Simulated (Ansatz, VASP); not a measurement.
## One calculation of ZrO2, two programs

```xyz
3
Lattice="0.0000 2.5447 2.5447 2.5447 0.0000 2.5447 2.5447 2.5447 0.0000" Properties=species:S:1:pos:R:3 pbc="T T T"
Zr    0.0000    0.0000    0.0000
O     1.2724    1.2724    1.2724
O     3.8171    3.8171    3.8171
```

Alike in both runs: task single point; functional PBE; k mesh 8 × 8 × 8; no spin polarisation.

|  | VASP | Ansatz |
| --- | --- | --- |
| version | VASP 6.6.1 | Ansatz 0.2.0 |
| potentials or method | VASP PAW PBE potentials, release 64 (Zr_sv, O) | plane waves, PAW |
| plane-wave cutoff (eV) | 600 | 420 |
| occupations | gaussian, width 0.01 eV | fixed |
| valence electrons in the cell | 24 | 24 |

|  | VASP | Ansatz | Ansatz less VASP |
| --- | --- | --- | --- |
| gap on the k mesh at the Fermi level (eV) | 3.36 | 3.36 | +0.006 |
| pressure (GPa) | 3.9 | 3.8 | -0.08 |
